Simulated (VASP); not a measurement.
# Sr13CaY6Cu4 in VASP: a series of runs

Sr13CaY6Cu4 is run at these levels: PBE; tasks: single point.

All numbers are computed with VASP 6.6.1; they aren't measurements. Logs are shortened: lines on timing, memory, paths and dates and some standing lists are left out, and cuts for length are marked.

**1. The cell of the first run**

The cell holds a disordered packing, 24 atoms: a = 10.213 Å, b = 10.224 Å, c = 10.223 Å, α = 87.64°, β = 88.62°, γ = 90.25°.

**2. Single point, PBE**

INCAR

```
PREC = Accurate
ENCUT = 520
EDIFF = 1E-7
ISMEAR = -1
SIGMA = 0.0646
LREAL = Auto
LASPH = True
NELM = 100
ALGO = Normal
ISIF = 2
LWAVE = False
LCHARG = True
GGA = PE
LELF = True
LVHAR = True
ISYM = 0
NBANDS = 143
```

KPOINTS

```
Automatic mesh
0
Gamma
  1 1 1
  0.25 0.25 0.25
```

POSCAR

```
Sr13CaY6Cu4
1.0
   10.2123490000     -0.0232770000      0.1233860000
   -0.0232770000     10.2214940000      0.2108230000
    0.1233860000      0.2108230000     10.2198430000
Sr Y Cu Ca
13 6 4 1
Direct
    0.5689657216      0.6044942251      0.7896705761
    0.9071466454      0.2289729305      0.4145905220
    0.7268626022      0.7014128593      0.4593893828
    0.4218058550      0.7655797084      0.1812182684
    0.0653643960      0.8900781486      0.3589979810
    0.0144630819      0.0962277099      0.0472894196
    0.9547313012      0.5098509887      0.7077427910
    0.4545644511      0.0711222777      0.8494375010
    0.3372842634      0.8211048168      0.5626995506
    0.8428067368      0.5503841599      0.0906809242
    0.5048832160      0.3190067641      0.1512806524
    0.8139183260      0.9381394567      0.7258446630
    0.1660658718      0.5028689022      0.3303911289
    0.6993324000      0.9823803085      0.1682308435
    0.2997592062      0.4075237424      0.6564464378
    0.1547178819      0.0923782549      0.6691138522
    0.1876259276      0.7614459933      0.8925625627
    0.7426687753      0.2395364829      0.8072144817
    0.5616517950      0.1200336355      0.4845272262
    0.4311931209      0.4345285095      0.4143491443
    0.3044126151      0.1628758166      0.4340637891
    0.6348884227      0.3780783332      0.5330295239
    0.2853139949      0.1207920804      0.1235763112
    0.1444889568      0.3425259720      0.9926435986
```

Potentials or basis: VASP PAW PBE potentials, release 64 (Sr_sv, Y_sv, Cu, Ca_sv).

On the command line:

```
$ cat potpaw_PBE.64/Sr_sv/POTCAR potpaw_PBE.64/Y_sv/POTCAR potpaw_PBE.64/Cu/POTCAR potpaw_PBE.64/Ca_sv/POTCAR > POTCAR
$ mpirun -np 1 vasp_std > vasp.out
```

OUTCAR:

```text
PREC = Accurate
   ENCUT = 520
   EDIFF = 1E-7
   ISMEAR = -1
   LREAL = Auto
   LASPH = True
   NELM = 100
   ISIF = 2
   GGA = PE
   ISYM = 0

 ion  position               nearest neighbor table
   1  0.569  0.604  0.790-  22 3.62  15 3.72   3 3.80   9 3.97   7 4.14  18 4.14  10 4.23  12 4.24
                            17 4.34   4 4.61  11 4.65   8 4.98
   2  0.907  0.229  0.415-  22 3.40  19 3.74   5 3.89  16 3.89  13 3.90   6 4.17  14 4.24   7 4.27
                            18 4.32  12 4.35  10 4.63  11 5.03
   3  0.727  0.701  0.459-  22 3.48   1 3.80  12 3.84   7 3.95   5 4.04  14 4.07  10 4.27   9 4.29
                             4 4.30  19 4.62  13 5.10
   4  0.422  0.766  0.181-  14 3.59  17 3.84  23 3.92  13 3.97   9 4.04   5 4.25   3 4.30   8 4.52
                             1 4.61  11 4.67  10 4.92
   5  0.065  0.890  0.359-   9 3.57   6 3.79  21 3.81   2 3.89  23 3.95  16 3.98   3 4.04  13 4.11
                             4 4.25  14 4.35  12 4.54  10 5.08
   6  0.014  0.096  0.047-  24 2.87  23 2.90  14 3.59   5 3.79  18 3.99  16 4.09   2 4.17  17 4.21
                            12 4.28   8 4.90  10 5.00
   7  0.955  0.510  0.708-  18 3.60  15 3.71  24 3.88   3 3.95  17 4.05  10 4.09   1 4.14   2 4.27
                            13 4.38  12 4.62
   8  0.455  0.071  0.849-  23 3.32  18 3.41  16 3.62  19 3.87  12 4.11  11 4.11   9 4.16  17 4.17
                            15 4.23  14 4.23   4 4.52   6 4.90   1 4.98
   9  0.337  0.821  0.563-  16 3.54   5 3.57  17 3.70  21 3.70  19 3.86   1 3.97   4 4.04   8 4.16
                             3 4.29  15 4.31  13 4.48
  10  0.843  0.550  0.091-  24 3.89   7 4.09  13 4.18  11 4.19   1 4.23   3 4.27  17 4.52  18 4.52
                             2 4.63   4 4.92   6 5.00   5 5.08
  11  0.505  0.319  0.151-  23 3.04  20 3.06  21 3.80  19 3.95  14 3.98  24 4.06   8 4.11  10 4.19
                            18 4.33  13 4.35   1 4.65   4 4.67   2 5.03
  12  0.814  0.938  0.726-  18 3.30   3 3.84  16 3.84  19 4.02   8 4.11   1 4.24   6 4.28   2 4.35
                             5 4.54  17 4.57   7 4.62  14 4.68
  13  0.166  0.503  0.330-  20 2.94  15 3.73  21 3.87  24 3.89   2 3.90   4 3.97   5 4.11  10 4.18
                            11 4.35   7 4.38   9 4.48   3 5.10
  14  0.699  0.982  0.168-   4 3.59   6 3.59  19 3.82  11 3.98   3 4.07   8 4.23   2 4.24   5 4.35
                            12 4.68
  15  0.300  0.408  0.656-  20 2.79  21 3.45  16 3.54   7 3.71   1 3.72  13 3.73   8 4.23   9 4.31

  16  0.155  0.092  0.669-  21 2.88  15 3.54   9 3.54   8 3.62  12 3.84   2 3.89   5 3.98  17 4.02
                             6 4.09
  17  0.188  0.761  0.893-   9 3.70   4 3.84  16 4.02   7 4.05   8 4.17   6 4.21   1 4.34  10 4.52
                            12 4.57
  18  0.743  0.240  0.807-  22 3.30  12 3.30   8 3.41   7 3.60   6 3.99  19 4.05   1 4.14   2 4.32
                            11 4.33  10 4.52
  19  0.562  0.120  0.485-  21 2.72  22 2.81  20 3.54   2 3.74  14 3.82   9 3.86   8 3.87  11 3.95
                            12 4.02  18 4.05   3 4.62
  20  0.431  0.435  0.414-  22 2.49  15 2.79  13 2.94  11 3.06  19 3.54
  21  0.304  0.163  0.434-  19 2.72  16 2.88  15 3.45   9 3.70  11 3.80   5 3.81  13 3.87
  22  0.635  0.378  0.533-  20 2.49  19 2.81  18 3.30   2 3.40   3 3.48   1 3.62
  23  0.285  0.121  0.124-   6 2.90  24 2.98  11 3.04   8 3.32   4 3.92   5 3.95
  24  0.144  0.343  0.993-   6 2.87  23 2.98   7 3.88  10 3.89  13 3.89  11 4.06

IMPORTANT INFORMATION: All symmetrisations will be switched off!
NOSYMM: (Re-)initialisation of all symmetry stuff for point group C_1.

----------------------------------------------------------------------------------------

                                     Primitive cell

  volume of cell :    1066.1868

  direct lattice vectors                    reciprocal lattice vectors
    10.212349000 -0.023277000  0.123386000     0.097935576  0.000247518 -0.001187500
    -0.023277000 10.221494000  0.210823000     0.000247518  0.097875326 -0.002022038
     0.123386000  0.210823000 10.219843000    -0.001187500 -0.002022038  0.097904910

  length of vectors
    10.213120876 10.223694428 10.222761926     0.097943088  0.097896523  0.097932989

  position of ions in fractional coordinates (direct lattice)
     0.568965722  0.604494225  0.789670576
     0.907146645  0.228972930  0.414590522
     0.726862602  0.701412859  0.459389383
     0.421805855  0.765579708  0.181218268
     0.065364396  0.890078149  0.358997981
     0.014463082  0.096227710  0.047289420
[... 16 lines left out ...]
     0.285313995  0.120792080  0.123576311
     0.144488957  0.342525972  0.992643599

  ion indices of the primitive-cell ions
   primitive index   ion index
                 1           1
                 2           2
                 3           3
                 4           4
                 5           5
                 6           6
[... 16 lines left out ...]
                23          23
                24          24

----------------------------------------------------------------------------------------

 KPOINTS: Automatic mesh

Automatic generation of k-mesh.
 Grid dimensions read from file:
 generate k-points for:    1    1    1

 Generating k-lattice:

  Cartesian coordinates                     Fractional coordinates (reciprocal lattice)
     0.097935576  0.000247518 -0.001187500     1.000000000  0.000000000  0.000000000
     0.000247518  0.097875326 -0.002022038     0.000000000  1.000000000  0.000000000
    -0.001187500 -0.002022038  0.097904910     0.000000000  0.000000000  1.000000000

  Length of vectors
     0.097943088  0.097896523  0.097932989

  Shift w.r.t. Gamma in fractional coordinates (k-lattice)
     0.250000000  0.250000000  0.250000000

 Subroutine IBZKPT returns following result:
 ===========================================

 Found      1 irreducible k-points:

 Following reciprocal coordinates:
            Coordinates               Weight
  0.250000  0.250000  0.250000      2.000000
   k-points           NKPTS =      1   k-points in BZ     NKDIM =      1   number of bands    NBANDS=    143
   number of dos      NEDOS =    301   number of ions     NIONS =     24
   total plane-waves  NPLWV = 512000
   dimension x,y,z NGX =    80 NGY =   80 NGZ =   80
   dimension x,y,z NGXF=   160 NGYF=  160 NGZF=  160
   ions per type =              13   6   4   1
   NGX,Y,Z   is equivalent  to a cutoff of  13.02, 13.01, 13.01 a.u.
   NGXF,Y,Z  is equivalent  to a cutoff of  26.04, 26.02, 26.02 a.u.
 SYSTEM =  unknown system
   PREC   = accura    normal or accurate (medium, high low for compatibility)
   ISTART =      0    job   : 0-new  1-cont  2-samecut
   ICHARG =      2    charge: 1-file 2-atom 10-const
   ISPIN  =      1    spin polarized calculation?
   LNONCOLLINEAR =      F non collinear calculations
   LSORBIT =      F    spin-orbit coupling
   LASPH  =      T    aspherical Exc in radial PAW
   ENCUT  =  520.0 eV  38.22 Ry    6.18 a.u.  18.99 19.01 19.01*2*pi/ulx,y,z
   NELM   =    100;   NELMIN=  2; NELMDL= -5     # of ELM steps
   EDIFF  = 0.1E-06   stopping-criterion for ELM
   LREAL  =      T    real-space projection
   EDIFFG = 0.1E-05   stopping-criterion for IOM
   NSW    =      0    number of steps for IOM
   IBRION =     -1    ionic relax: 0-MD 1-quasi-New 2-CG
   NFREE  =      0    steps in history (QN), initial steepest desc. (CG)
   ISIF   =      2    stress and relaxation
   ISYM   =      0    0-nonsym 1-usesym 2-fastsym
   POTIM  = 0.5000    time-step for ionic-motion
   TEBEG  =    0.0;   TEEND  =   0.0 temperature during run
   PSTRESS=    0.0 pullay stress
   NELECT =     250.0000    total number of electrons
   NUPDOWN=      -1.0000    fix difference up-down
   EMIN   =  10.00;   EMAX   =-10.00  energy-range for DOS
   EFERMI =   0.00;   METHOD = LEGACY
   ISMEAR =    -1;   SIGMA  =   0.06  broadening in eV -4-tet -1-fermi 0-gaus
   EFERMI_NEDOS =   21; number of points for ismear=-14 and -15
   IALGO  =     38    algorithm
   IMIX   =      4    mixing-type and parameters
     AMIX     =   0.40;   BMIX     =  1.00
     AMIX_MAG =   1.60;   BMIX_MAG =  1.00
  volume/ion in A,a.u.               =      44.42       299.79
  Fermi-wavevector in a.u.,A,eV,Ry     =   1.009509  1.907696 13.865825  1.019109
  Thomas-Fermi vector in A             =   2.142442
   LORBIT       =      0    0 simple, 1 ext, 2 COOP (PROOUT), +10 PAW based schemes
   GGA     = PE    functional components
   LHFCALC =     F    Hartree Fock is set to
   AEXX    =    0.0000 exact exchange contribution
   IVDW    =     0    specifies the selected vdW correction
   LEPSILON=     F    determine dielectric tensor
   LRPA    =     F    only Hartree local field effects (RPA)
 non-spin polarized calculation
  energy-cutoff  :      520.00
  volume of cell :     1066.19
 maximum number of plane-waves:     28709
 NGX is ok and might be reduce to    80
   NGX = 37   NGY = 39   NGZ = 39

 number of electron     250.0000032 magnetization

 Free energy of the ion-electron system (eV)
  ---------------------------------------------------
  ext. energy  EPLUGINS =         0.00000000
  ---------------------------------------------------
  free energy    TOTEN  =       -67.92949723 eV

  energy without entropy =      -67.38392026  energy(sigma->0) =      -67.65670874

 E-fermi :   1.7360     XC(G=0):  -7.8456

 val. band max:        1.7040825411   @ k =   0.2500   0.2500   0.2500
 cond. band min:       1.7568755914   @ k =   0.2500   0.2500   0.2500
 fundamental gap:      0.0527930503
 Fermi energy:         1.7360472792

 k-point     1 :       0.2500    0.2500    0.2500
  band No.  band energies     occupation
      1     -42.3599      2.00000
      2     -42.1582      2.00000
      3     -41.9047      2.00000
      4     -41.8688      2.00000
      5     -41.6201      2.00000
      6     -41.5842      2.00000
[... 129 lines left out ...]
    136       2.2340      0.00090
    137       2.3133      0.00026
 [bands above 137 left out]

------------------------ aborting loop because EDIFF is reached ----------------------------------------

  FORCE on cell =-STRESS in cart. coord.  units (eV):
  Direction    XX          YY          ZZ          XY          YZ          ZX
  --------------------------------------------------------------------------------------
  -------------------------------------------------------------------------------------
  Total       -1.0015340    -11.2759642    -11.6863777      5.0252603     -2.7057198      0.4894728
  in kB       -1.5050225    -16.9445864    -17.5613219      7.5515456     -4.0659319      0.7355392
  external PRESSURE =     -12.0036436 kB  Pullay stress =       0.0000000 kB

 VOLUME and BASIS-vectors are now :
 -----------------------------------------------------------------------------
  energy-cutoff  :      520.00
  volume of cell :     1066.19
      direct lattice vectors                 reciprocal lattice vectors
    10.212349000 -0.023277000  0.123386000     0.097935576  0.000247518 -0.001187500
    -0.023277000 10.221494000  0.210823000     0.000247518  0.097875326 -0.002022038
     0.123386000  0.210823000 10.219843000    -0.001187500 -0.002022038  0.097904910

 POSITION                                       TOTAL-FORCE (eV/Angst)
 -----------------------------------------------------------------------------------
      5.89384      6.33207      8.26795        -0.201501     -0.207105      0.511893
      9.30992      2.40674      4.39725        -0.206386      0.258154      0.103537
      7.46333      7.24942      4.93245        -0.317955     -0.203103     -0.754471
      4.31217      7.85376      2.06547         0.081673     -0.065442     -0.068304
      0.69110      9.17209      3.86462        -0.197942      0.138196     -0.320268
      0.15130      0.99322      0.50536        -0.821751     -1.553669     -0.376284
[... 16 lines left out ...]
      2.92616      1.25409      1.32360         0.202086     -0.182676      0.378177
      1.59008      3.70704     10.23470         1.089066      1.562787     -0.632046
 -----------------------------------------------------------------------------------
    total drift:                                0.000898     -0.000338      0.003447

  FREE ENERGIE OF THE ION-ELECTRON SYSTEM (eV)
  ---------------------------------------------------
  free  energy   TOTEN  =       -67.9294972333 eV

  energy  without entropy=      -67.3839202561  energy(sigma->0) =      -67.65670874
```

Wall time 8.6 min (1 thread of Intel Xeon Platinum 8488C (Sapphire Rapids), shared host); peak memory 1.1 GiB.

What came out:

* Free energy: -67.9295 eV
* Pressure: -1.2 GPa
* Largest force: 2.007 eV/Å

Forces in eV/Å, atoms in the order of the input:
```
Sr  -0.202 -0.207  0.512
Sr  -0.206  0.258  0.104
Sr  -0.318 -0.203 -0.754
Sr   0.082 -0.065 -0.068
Sr  -0.198  0.138 -0.320
Sr  -0.822 -1.554 -0.376
Sr   0.186  0.182 -0.298
Sr  -0.574 -0.395  0.452
Sr   0.492 -0.387 -0.029
Sr  -0.083  0.337  0.017
Sr   0.083 -0.051  0.055
Sr   0.345 -0.757  0.254
Sr  -0.115 -0.150 -0.050
Y    0.128  0.280 -0.107
Y    0.436 -0.579 -0.340
Y   -0.357  0.515  0.255
Y   -0.290 -0.211 -0.059
Y    0.158  0.983 -0.050
Y   -0.044  0.118  0.202
Cu   0.527 -0.076  0.335
Cu  -0.545  0.259 -0.056
Cu   0.024  0.183  0.578
Cu   0.202 -0.183  0.378
Ca   1.089  1.563 -0.632
```

Stress tensor (GPa, compression positive):
```
-0.15  0.76  0.07
 0.76 -1.69 -0.41
 0.07 -0.41 -1.76
```

Caveat: the k points lie up to 0.62 Å⁻¹ apart; the atoms stand as in a frame of molecular dynamics.

(Continued in part 2 of 2.)
